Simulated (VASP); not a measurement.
Set up this calculation in VASP 6.6.1, as the native input.

```yaml
Task: single point
Functional: PBE
Potentials_or_basis: VASP PAW PBE potentials, release 64 (Sr_sv, Ag)
Cutoff: 520 eV
k_mesh: 8 × 8 × 8
Occupations: gaussian, width 0.05 eV
Spin: no spin polarisation
Dipole_correction: no
Further_INCAR_settings: ALGO = Normal; EDIFF = 1e-07; NBANDS = 30
```

The structure of SrAg3 lies in POSCAR:

```
SrAg3
1.0
    4.6310178523      0.0000000000      0.0000000000
    0.0000000000      4.6310178523      0.0000000000
    0.0000000000      0.0000000000      4.6310178523
Sr Ag
1 3
Direct
    0.0000000000      0.0000000000      0.0000000000
    0.0000000000      0.5000000000      0.5000000000
    0.5000000000      0.5000000000      0.0000000000
    0.5000000000      0.0000000000      0.5000000000
```

These files were run (other wordings do the same):

INCAR

```
PREC = Accurate
ENCUT = 520
EDIFF = 1E-7
ISMEAR = 0
SIGMA = 0.05
LREAL = F
LASPH = T
NELM = 100
ALGO = Normal
ISIF = 2
LWAVE = F
LCHARG = F
GGA = PE
NBANDS = 30
```

KPOINTS

```
Automatic mesh
0
Gamma
  8 8 8
```

Potentials or basis: VASP PAW PBE potentials, release 64 (Sr_sv, Ag).

Launch:

```bash
$ cat potpaw_PBE.64/Sr_sv/POTCAR potpaw_PBE.64/Ag/POTCAR > POTCAR
$ mpirun -np 1 vasp_std > vasp.out
```

It gave:

| Property | Result |
| --- | --- |
| Pressure | -1.3 GPa |
| Band gap on the k mesh | zero (an odd number of electrons rules out a gap without spin polarisation) |

It took 2.2 min on 1 thread of Intel Xeon 8259CL, with other jobs on the host, peak memory 0.26 GiB.
